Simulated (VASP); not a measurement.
Crystal: BeTe.

```
Be Te
1.0
     3.96681    0.00000    0.00000
    -1.98340    3.43536    0.00000
     0.00000    0.00000    4.95824
Be Te
2 2
Cartesian
  0.0000 2.2902 1.2396
  1.9834 1.1451 3.7187
  1.9834 1.1451 1.2396
  0.0000 2.2902 3.7187
```

- Program: VASP 6.6.1
- Task: relaxation of cell and atoms
- Functional: PBE
- Potentials or basis: VASP PAW PBE potentials, release 64 (Be, Te)
- Cutoff: 600 eV
- k mesh: 6 × 6 × 6
- Occupations: fermi-dirac, width 0.02 eV
- Spin: no spin polarisation

At the start: pressure 29.9 GPa; volume 16.89 Å³/atom.

How do energy, volume and symmetry change on relaxing?

Over 12 steps the energy falls by 620.2 meV/atom and the volume is 30.15 Å³/atom (+78.5 %); space group P6_3/mmc (No. 194, to 0.05 Å).

Step by step:
```tsv
step	energy change (eV)	largest force (eV/Å)	pressure (GPa)	volume (Å³)
1	0.0000	0.0000	29.91	67.57
2	-1.8201	0.0000	-5.08	103.11
3	-1.9630	0.0000	-0.53	92.43
4	-1.9638	0.0000	-1.15	93.56
5	-2.1163	0.0000	-0.27	92.65
6	-2.2412	0.0000	3.93	90.14
7	-2.3256	0.0000	2.78	93.96
8	-2.4365	0.0000	1.28	103.42
9	-2.4751	0.0000	0.64	122.15
10	-2.4764	0.0000	0.65	119.99
11	-2.4739	0.0000	-0.82	121.39
12	-2.4806	0.0000	-0.01	120.61
```

Final structure:
```
Be Te
1.0
     4.03939    0.00000    0.00000
    -2.01970    3.49822    0.00000
     0.00000    0.00000    8.53512
Be Te
2 2
Direct
  0.33333 0.66667 0.25000
  0.66667 0.33333 0.75000
  0.66667 0.33333 0.25000
  0.33333 0.66667 0.75000
```

Caveat: the volume moved by over 15 % at a fixed basis, so the end points are rough.
